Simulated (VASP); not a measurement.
MgCd3Se4: single point with r2SCAN

Crystal: MgCd3Se4.

```
Mg Cd Se
1.0
     4.35398    0.00000    0.00000
     0.00000    4.35398    0.00000
     0.00000    0.00000   12.23775
Mg Cd Se
1 3 4
Direct
  0.50000 0.50000 0.50000
  0.00000 0.00000 0.74486
  0.50000 0.50000 0.00000
  0.00000 0.00000 0.25514
  0.50000 0.00000 0.12753
  0.00000 0.50000 0.38319
  0.50000 0.00000 0.61681
  0.00000 0.50000 0.87247
```

```
Program             : VASP 6.6.1
Task                : single point
Functional          : r2SCAN
Potentials or basis : VASP PAW PBE potentials, release 64 (Mg, Cd, Se)
Cutoff              : 520 eV
k mesh              : 6 × 6 × 4
Occupations         : gaussian, width 0.02 eV
Spin                : no spin polarisation
```

The pressure is -1.3 GPa and the largest force is 0.015 eV/Å. The band gap on the k mesh is 1.40 eV, direct.

Forces on the atoms (eV/Å):
```
Mg   0.000  0.000  0.000
Cd   0.000  0.000  0.007
Cd   0.000  0.000  0.000
Cd   0.000  0.000 -0.007
Se   0.000  0.000  0.000
Se   0.000  0.000  0.015
Se   0.000  0.000 -0.015
Se   0.000  0.000  0.000
```

Levels at points of the mesh, in eV from the valence-band top:
```csv
k point,band 27,band 28,band 29,band 30,band 31,band 32,band 33,band 34,band 35,band 36
"(0.00, 0.00, 0.00)",-0.79,-0.79,-0.05,0.00,0.00,1.40,3.57,3.91,3.96,4.42
"(0.50, 0.00, 0.00)",-0.69,-0.62,-0.57,-0.54,-0.54,2.93,3.30,4.31,5.00,6.16
"(0.50, 0.50, 0.00)",-1.89,-1.62,-1.58,-1.58,-1.55,3.59,3.59,3.98,4.52,5.45
"(0.00, 0.00, 0.50)",-0.80,-0.44,-0.44,-0.16,-0.16,2.32,2.75,3.92,3.93,4.37
"(0.50, 0.00, 0.50)",-1.09,-1.02,-0.62,-0.54,-0.54,3.53,3.55,3.62,4.65,6.24
"(0.50, 0.50, 0.50)",-1.76,-1.76,-1.73,-1.72,-1.72,4.22,4.22,4.40,4.40,4.47
```

It took 7.1 min on 1 thread of Intel(R) Xeon(R) 6975P-C (Granite Rapids) (shared host), peak memory 0.5 GiB.

Caveat: the PAW data sets were made with another functional, which shifts forces and pressure a little. A k mesh can miss the band edges.
